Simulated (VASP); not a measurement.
Runs of VASP 6.6.1 on TiO2. The structure is that of space group P4_2/mnm (No. 136), or close to it. The cells are those of the table. 

```tsv
cell	gap on the mesh (eV)	pressure (GPa)	largest force (eV/Å)
a = 4.769, b = 4.769, c = 2.809 Å, 6 atoms	1.96	5.0	0.07
a = 4.460, b = 4.460, c = 3.212 Å, 6 atoms	(a)	-2.4	0.01
a = 4.582, b = 4.582, c = 3.044 Å, 6 atoms	1.77	-0.8	0.02
a = 4.834, b = 4.834, c = 2.735 Å, 6 atoms	(b)	7.8	0.11
a = 4.521, b = 4.521, c = 3.127 Å, 6 atoms	1.75	-1.9	0.03
```

Alike in all rows: task single point; level PBE; potentials or basis VASP PAW PBE potentials, release 64 (Ti_sv, O); no spin polarisation; k mesh 8 × 8 × 10; cutoff (eV) 520; smearing gaussian 0.05 eV.

Q: Fill in the values left out.

A: (a) 1.80; (b) 1.91.

Caveats: the stress differs along the axes, from -3 to 21 GPa (at least some runs); the stress differs along the axes, from -19 to 6 GPa (at least some runs); the stress differs along the axes, from -7 to 2 GPa (at least some runs); the stress differs along the axes, from -5 to 33 GPa (at least some runs); the stress differs along the axes, from -14 to 4 GPa (at least some runs).

A k mesh can miss the band edges.
